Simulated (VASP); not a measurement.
Input of a VASP 6.6.1 run:

The input INCAR:

```
SYSTEM = Ca
  PREC = Accurate
  ENCUT = 520
  EDIFF = 1E-6
  ISMEAR = 0
  SIGMA = 0.1
  LREAL = .FALSE.
  LASPH = .TRUE.
  NELM = 60
  ALGO = Normal
  ISIF = 2
  LWAVE = .FALSE.
  LCHARG = .FALSE.
  GGA = PE
  NBANDS = 11
```

KPOINTS

```
Automatic mesh
0
G
  18 18 18
  0 0 0
```

Contents of POSCAR:

```
Ca
1.0
   -1.5066436578      1.5066436578      1.5059122853
    1.5066436578     -1.5066436578      1.5059122853
    1.5066436578      1.5066436578     -1.5059122853
Ca
1
Direct
    0.5000000000      0.5000000000      0.0000000000
```

Potentials or basis: VASP PAW PBE potentials, release 64 (Ca_sv).

Command:

```sh
$ cat potpaw_PBE.64/Ca_sv/POTCAR > POTCAR
$ mpirun -np 1 vasp_std > vasp.out
```

(1) What does it give for the pressure?

(2) What does it give for the band gap on the k mesh?

Answers

(1) 91.4 GPa.

(2) zero (band 5 reaches 10.13 eV, above the bottom of band 6 at 5.80 eV).
